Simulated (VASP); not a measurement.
# TiH (Fm-3m) in VASP: further runs

TiH is run at these levels: PBEsol; tasks: single point, relaxation of cell and atoms.

Everything below comes from runs of VASP 6.6.1. Logs are shortened: lines on timing, memory, paths and dates and some standing lists are left out, and cuts for length are marked.

## 1. The cell of the first run

Symmetry: Fm-3m, No. 225, cubic system. The conventional cell has a = 4.143 Å, b = 4.143 Å, c = 4.143 Å, α = 90.00°, β = 90.00°, γ = 90.00°. Ti (site symmetry m-3m) has 6 H at 2.07 Å within 2.7 Å. H (site symmetry m-3m) has 6 Ti at 2.07 Å within 2.7 Å.

## 2. Single point, PBEsol

File INCAR:

```
ALGO = Normal
EDIFF = 1E-6
ENCUT = 520
GGA = PS
ISIF = 2
ISMEAR = -1
LASPH = True
LCHARG = False
LREAL = False
LWAVE = False
NBANDS = 14
NELM = 100
PREC = Accurate
SIGMA = 0.1
```

File KPOINTS:

```
k-points
0
Gamma
  9 9 9
```

File POSCAR:

```
TiH
1.0
    0.0000000000      2.0717421313      2.0717421313
    2.0717421313      0.0000000000      2.0717421313
    2.0717421313      2.0717421313      0.0000000000
Ti H
1 1
Direct
    0.0000000000      0.0000000000      0.0000000000
    0.5000000000      0.5000000000      0.5000000000
```

Potentials or basis: VASP PAW PBE potentials, release 64 (Ti_sv, H).

On the command line:

```console
$ cat potpaw_PBE.64/Ti_sv/POTCAR potpaw_PBE.64/H/POTCAR > POTCAR
$ mpirun -np 1 vasp_std > vasp.out
```

OUTCAR:

```text
EDIFF = 1E-6
   ENCUT = 520
   GGA = PS
   ISIF = 2
   ISMEAR = -1
   LASPH = True
   LREAL = False
   NELM = 100
   PREC = Accurate

 ion  position               nearest neighbor table
   1  0.000  0.000  0.000-
   2  0.500  0.500  0.500-

  LATTYP: Found a face centered cubic cell.
 ALAT       =     4.1434842626

  Lattice vectors:

 A1 = (   0.0000000000,   2.0717421313,   2.0717421313)
 A2 = (   2.0717421313,   0.0000000000,   2.0717421313)
 A3 = (   2.0717421313,   2.0717421313,   0.0000000000)

Analysis of symmetry for initial positions (statically):
=====================================================================
 Subroutine PRICEL returns:
 Original cell was already a primitive cell.

 Routine SETGRP: Setting up the symmetry group for a
 face centered cubic supercell.

 Subroutine GETGRP returns: Found 48 space group operations
 (whereof 48 operations were pure point group operations)
 out of a pool of 48 trial point group operations.

The static configuration has the point symmetry O_h .

Analysis of symmetry for dynamics (positions and initial velocities):
=====================================================================
 Subroutine PRICEL returns:
 Original cell was already a primitive cell.

 Routine SETGRP: Setting up the symmetry group for a
 face centered cubic supercell.

 Subroutine GETGRP returns: Found 48 space group operations
 (whereof 48 operations were pure point group operations)
 out of a pool of 48 trial point group operations.

The dynamic configuration has the point symmetry O_h .

 Subroutine INISYM returns: Found 48 space group operations
 (whereof 48 operations are pure point group operations),
 and found     1 'primitive' translations

----------------------------------------------------------------------------------------

                                     Primitive cell

  volume of cell :      17.7843

  direct lattice vectors                    reciprocal lattice vectors
     0.000000000  2.071742131  2.071742131    -0.241342777  0.241342777  0.241342777
     2.071742131  0.000000000  2.071742131     0.241342777 -0.241342777  0.241342777
     2.071742131  2.071742131  0.000000000     0.241342777  0.241342777 -0.241342777

  length of vectors
     2.929885820  2.929885820  2.929885820     0.418017952  0.418017952  0.418017952

  position of ions in fractional coordinates (direct lattice)
     0.000000000  0.000000000  0.000000000
     0.500000000  0.500000000  0.500000000

  ion indices of the primitive-cell ions
   primitive index   ion index
                 1           1
                 2           2

----------------------------------------------------------------------------------------

 KPOINTS: k-points

Automatic generation of k-mesh.
 Grid dimensions read from file:
 generate k-points for:    9    9    9

 Generating k-lattice:

  Cartesian coordinates                     Fractional coordinates (reciprocal lattice)
    -0.026815864  0.026815864  0.026815864     0.111111111  0.000000000  0.000000000
     0.026815864 -0.026815864  0.026815864     0.000000000  0.111111111  0.000000000
     0.026815864  0.026815864 -0.026815864     0.000000000  0.000000000  0.111111111

  Length of vectors
     0.046446439  0.046446439  0.046446439

  Shift w.r.t. Gamma in fractional coordinates (k-lattice)
     0.000000000  0.000000000  0.000000000

 Subroutine IBZKPT returns following result:
 ===========================================

 Found     35 irreducible k-points:

 Following reciprocal coordinates:
            Coordinates               Weight
  0.000000  0.000000  0.000000      1.000000
  0.111111  0.000000  0.000000      8.000000
  0.222222  0.000000  0.000000      8.000000
  0.333333  0.000000  0.000000      8.000000
  0.444444  0.000000  0.000000      8.000000
  0.111111  0.111111  0.000000      6.000000
[... 16 lines left out ...]
 -0.333333  0.333333  0.000000     12.000000
  0.444444  0.444444  0.000000      6.000000
 [... further k-points ...]
   k-points           NKPTS =     35   k-points in BZ     NKDIM =     35   number of bands    NBANDS=     14
   number of dos      NEDOS =    301   number of ions     NIONS =      2
   total plane-waves  NPLWV =  13824
   dimension x,y,z NGX =    24 NGY =   24 NGZ =   24
   dimension x,y,z NGXF=    48 NGYF=   48 NGZF=   48
   ions per type =               1   1
   NGX,Y,Z   is equivalent  to a cutoff of  13.62, 13.62, 13.62 a.u.
   NGXF,Y,Z  is equivalent  to a cutoff of  27.24, 27.24, 27.24 a.u.
 SYSTEM =  unknown system
   PREC   = accura    normal or accurate (medium, high low for compatibility)
   ISTART =      0    job   : 0-new  1-cont  2-samecut
   ICHARG =      2    charge: 1-file 2-atom 10-const
   ISPIN  =      1    spin polarized calculation?
   LNONCOLLINEAR =      F non collinear calculations
   LSORBIT =      F    spin-orbit coupling
   LASPH  =      T    aspherical Exc in radial PAW
   ENCUT  =  520.0 eV  38.22 Ry    6.18 a.u.   5.45  5.45  5.45*2*pi/ulx,y,z
   NELM   =    100;   NELMIN=  2; NELMDL= -5     # of ELM steps
   EDIFF  = 0.1E-05   stopping-criterion for ELM
   LREAL  =      F    real-space projection
   EDIFFG = 0.1E-04   stopping-criterion for IOM
   NSW    =      0    number of steps for IOM
   IBRION =     -1    ionic relax: 0-MD 1-quasi-New 2-CG
   NFREE  =      0    steps in history (QN), initial steepest desc. (CG)
   ISIF   =      2    stress and relaxation
   ISYM   =      2    0-nonsym 1-usesym 2-fastsym
   POTIM  = 0.5000    time-step for ionic-motion
   TEBEG  =    0.0;   TEEND  =   0.0 temperature during run
   PSTRESS=    0.0 pullay stress
   NELECT =      13.0000    total number of electrons
   NUPDOWN=      -1.0000    fix difference up-down
   EMIN   =  10.00;   EMAX   =-10.00  energy-range for DOS
   EFERMI =   0.00;   METHOD = LEGACY
   ISMEAR =    -1;   SIGMA  =   0.10  broadening in eV -4-tet -1-fermi 0-gaus
   EFERMI_NEDOS =   21; number of points for ismear=-14 and -15
   IALGO  =     38    algorithm
   IMIX   =      4    mixing-type and parameters
     AMIX     =   0.40;   BMIX     =  1.00
     AMIX_MAG =   1.60;   BMIX_MAG =  1.00
  volume/ion in A,a.u.               =       8.89        60.01
  Fermi-wavevector in a.u.,A,eV,Ry     =   1.474722  2.786821 29.590031  2.174806
  Thomas-Fermi vector in A             =   2.589459
   LORBIT       =      0    0 simple, 1 ext, 2 COOP (PROOUT), +10 PAW based schemes
   GGA     = PS    functional components
   LHFCALC =     F    Hartree Fock is set to
   AEXX    =    0.0000 exact exchange contribution
   IVDW    =     0    specifies the selected vdW correction
   LEPSILON=     F    determine dielectric tensor
   LRPA    =     F    only Hartree local field effects (RPA)
 non-spin polarized calculation
  energy-cutoff  :      520.00
  volume of cell :       17.78
 maximum number of plane-waves:       531
 NGX is ok and might be reduce to    24
   NGX = 11   NGY = 11   NGZ = 11

 number of electron      12.9999998 magnetization

 Free energy of the ion-electron system (eV)
  ---------------------------------------------------
  ext. energy  EPLUGINS =         0.00000000
  ---------------------------------------------------
  free energy    TOTEN  =       -12.45873972 eV

  energy without entropy =      -12.40459867  energy(sigma->0) =      -12.43166919

 E-fermi :   8.9703     XC(G=0): -12.1810

 val. band max:        8.9693421823   @ k =  -0.3333   0.4444   0.1111
 cond. band min:       8.9997941425   @ k =   0.3333   0.2222   0.0000
 fundamental gap:      0.0304519602
 Fermi energy:         8.9703372965

 k-point     1 :       0.0000    0.0000    0.0000
  band No.  band energies     occupation
      1     -47.4833      2.00000
      2     -23.4907      2.00000
      3     -23.4907      2.00000
      4     -23.4907      2.00000
      5      -0.6518      2.00000
      6       9.6467      0.00231
      7       9.6467      0.00231
      8       9.6467      0.00231
      9      11.1855      0.00000
     10      11.1855      0.00000
     11      19.8707      0.00000
     12      23.6448      0.00000
     13      25.4135      0.00000
     14      25.4135      0.00000

 k-point     2 :       0.1111    0.0000    0.0000
  band No.  band energies     occupation
      1     -47.4692      2.00000
      2     -23.5747      2.00000
      3     -23.5004      2.00000
      4     -23.5004      2.00000
      5      -0.2995      2.00000
      6       9.3700      0.03608
      7       9.7719      0.00066
      8       9.7719      0.00066
      9      11.0743      0.00000
     10      11.0743      0.00000
     11      18.5704      0.00000
     12      23.8682      0.00000
     13      25.8039      0.00000
     14      25.8039      0.00000

 k-point     3 :       0.2222    0.0000    0.0000
  band No.  band energies     occupation
      1     -47.4334      2.00000
      2     -23.7837      2.00000
      3     -23.5250      2.00000
      4     -23.5250      2.00000
      5       0.6835      2.00000
      6       8.5983      1.95268
      7       9.8255      0.00039
      8       9.8255      0.00039
      9      11.1401      0.00000
     10      11.1401      0.00000
     11      16.7644      0.00000
     12      23.1257      0.00000
     13      26.6779      0.00000
     14      26.6779      0.00000

 k-point     4 :       0.3333    0.0000    0.0000
  band No.  band energies     occupation
      1     -47.3924      2.00000
      2     -24.0152      2.00000
      3     -23.5527      2.00000
      4     -23.5527      2.00000
      5       2.0942      2.00000
      6       7.4201      2.00000
      7       9.5184      0.00830
      8       9.5184      0.00830
      9      11.7343      0.00000
     10      11.7343      0.00000
     11      15.9092      0.00000
     12      20.8723      0.00000
     13      27.3113      0.00000
     14      27.3113      0.00000

 k-point     5 :       0.4444    0.0000    0.0000
  band No.  band energies     occupation
      1     -47.3655      2.00000
      2     -24.1627      2.00000
      3     -23.5707      2.00000
      4     -23.5707      2.00000
      5       3.5604      2.00000
      6       6.0853      2.00000
      7       9.2641      0.10067
      8       9.2641      0.10066
      9      12.2764      0.00000
     10      12.2764      0.00000
     11      16.1733      0.00000
[... 276 lines left out ...]
 k-point    22 :      -0.4444    0.3333    0.0000
  band No.  band energies     occupation
      1     -47.3286      2.00000
      2     -24.0326      2.00000
      3     -23.8272      2.00000
      4     -23.6781      2.00000
      5       2.6378      2.00000
      6       7.3107      2.00000
      7       9.1172      0.37445
      8      11.0866      0.00000
      9      12.4382      0.00000
     10      13.8249      0.00000
     11      15.4929      0.00000
     12      17.5027      0.00000
     13      21.0811      0.00000
     14      23.9791      0.00000

 k-point    23 :      -0.3333    0.3333    0.0000
  band No.  band energies     occupation
      1     -47.3324      2.00000
      2     -23.9492      2.00000
      3     -23.9294      2.00000
      4     -23.6411      2.00000
      5       3.0699      2.00000
      6       7.3203      2.00000
      7       8.6138      1.94500
      8      10.5804      0.00000
      9      11.9842      0.00000
     10      13.6633      0.00000
     11      16.7005      0.00000
     12      16.7554      0.00000
     13      22.8886      0.00000
     14      23.1694      0.00000

 k-point    24 :       0.4444    0.4444    0.0000
  band No.  band energies     occupation
      1     -47.3280      2.00000
      2     -24.0938      2.00000
      3     -23.7177      2.00000
      4     -23.7177      2.00000
      5       2.0270      2.00000
      6       7.0882      2.00000
      7      10.3423      0.00000
      8      12.2441      0.00000
      9      12.5448      0.00000
     10      12.5448      0.00000
     11      16.1348      0.00000
     12      19.0644      0.00000
     13      19.0644      0.00000
     14      23.5570      0.00000

 [... further k-points ...]

------------------------ aborting loop because EDIFF is reached ----------------------------------------

  FORCE on cell =-STRESS in cart. coord.  units (eV):
  Direction    XX          YY          ZZ          XY          YZ          ZX
  --------------------------------------------------------------------------------------
  -------------------------------------------------------------------------------------
  Total       -0.0195582     -0.0195582     -0.0195582      0.0000000     -0.0000000      0.0000000
  in kB       -1.7619884     -1.7619884     -1.7619884      0.0000000     -0.0000000      0.0000000
  external PRESSURE =      -1.7619884 kB  Pullay stress =       0.0000000 kB

 VOLUME and BASIS-vectors are now :
 -----------------------------------------------------------------------------
  energy-cutoff  :      520.00
  volume of cell :       17.78
      direct lattice vectors                 reciprocal lattice vectors
     0.000000000  2.071742131  2.071742131    -0.241342777  0.241342777  0.241342777
     2.071742131  0.000000000  2.071742131     0.241342777 -0.241342777  0.241342777
     2.071742131  2.071742131  0.000000000     0.241342777  0.241342777 -0.241342777

 POSITION                                       TOTAL-FORCE (eV/Angst)
 -----------------------------------------------------------------------------------
      0.00000      0.00000      0.00000         0.000000      0.000000      0.000000
      2.07174      2.07174      2.07174         0.000000     -0.000000      0.000000
 -----------------------------------------------------------------------------------
    total drift:                                0.000000     -0.000000     -0.000000

  FREE ENERGIE OF THE ION-ELECTRON SYSTEM (eV)
  ---------------------------------------------------
  free  energy   TOTEN  =       -12.4587397223 eV

  energy  without entropy=      -12.4045986668  energy(sigma->0) =      -12.43166919
```

Wall time 7.5 s (1 thread of Intel Xeon Platinum 8488C (Sapphire Rapids), shared host); peak memory 0.13 GiB.

What came out:

* Free energy: -12.4587 eV
* Pressure: -0.2 GPa

Levels at points of the mesh, in eV from the Fermi level:
```
           k point  band 3  band 4  band 5  band 6  band 7  band 8  band 9  band 10
(0.00, 0.00, 0.00)  -32.46  -32.46   -9.62    0.68    0.68    0.68    2.22     2.22
```

Caveat: the PAW data sets were made with another functional, which shifts forces and pressure a little.

## 3. Relaxation of cell and atoms, PBEsol

This run uses another cell than the first one, of 9.13 Å³/atom, 1.026 times its volume.

File INCAR:

```
PREC = Accurate
ENCUT = 600
EDIFF = 1E-7
ISMEAR = -1
SIGMA = 0.1
LREAL = False
LASPH = True
NELM = 60
ALGO = Normal
ISIF = 3
LWAVE = False
LCHARG = False
GGA = PS
IBRION = 2
NSW = 50
EDIFFG = -0.01
```

File KPOINTS:

```
Automatic mesh
0
Gamma
  9 9 9
```

File POSCAR:

```
TiH
1.0
    0.0000000000      2.0897000000      2.0897000000
    2.0897000000      0.0000000000      2.0897000000
    2.0897000000      2.0897000000      0.0000000000
Ti H
1 1
Direct
    0.0000000000      0.0000000000      0.0000000000
    0.5000000000      0.5000000000      0.5000000000
```

Potentials or basis: VASP PAW PBE potentials, release 64 (Ti_sv, H).

On the command line:

```console
$ cat potpaw_PBE.64/Ti_sv/POTCAR potpaw_PBE.64/H/POTCAR > POTCAR
$ mpirun -np 1 vasp_std > vasp.out
```

It took 15 s on 1 thread of Intel Xeon Platinum 8488C (Sapphire Rapids), shared host; peak memory 0.14 GiB.

Results (log left out):

```
Free energy                            : -12.4593 eV
Relaxed volume                         : 8.89 Å³/atom
Relaxed cell                           : a = 2.929 Å, b = 2.929 Å, c = 2.929 Å, α = 60.00°, β = 60.00°, γ = 60.00°
Space group after relaxing (to 0.05 Å) : Fm-3m (No. 225)
Energy gained by relaxing              : 2.8 meV/atom
Ionic steps                            : 3
Pressure after relaxing                : 0.0 GPa
```

The path:
```
step  energy change (eV)  largest force (eV/Å)  pressure (GPa)  volume (Å³)
   1              0.0000                0.0000           -3.71        18.25
   2             -0.0055                0.0000            0.68        17.70
   3             -0.0056                0.0000            0.01        17.78
```

Final structure:
```cif
data_structure
_symmetry_space_group_name_H-M 'P 1'
_symmetry_Int_Tables_number 1
_cell_length_a 2.9295
_cell_length_b 2.9295
_cell_length_c 2.9295
_cell_angle_alpha 60.000
_cell_angle_beta 60.000
_cell_angle_gamma 60.000
_cell_volume 17.78
loop_
_atom_site_label
_atom_site_type_symbol
_atom_site_fract_x
_atom_site_fract_y
_atom_site_fract_z
_atom_site_occupancy
Ti1 Ti 0.00000 0.00000 0.00000 1
H1 H 0.50000 0.50000 0.50000 1
```

Levels at points of the mesh, in eV from the Fermi level:
| k point | band 4 | band 5 | band 6 | band 7 | band 8 | band 9 |
| --- | --- | --- | --- | --- | --- | --- |
| (0.00, 0.00, 0.00) | -32.46 | -9.62 | 0.68 | 0.68 | 0.68 | 2.22 |

Caveat: the PAW data sets were made with another functional, which shifts forces and pressure a little.
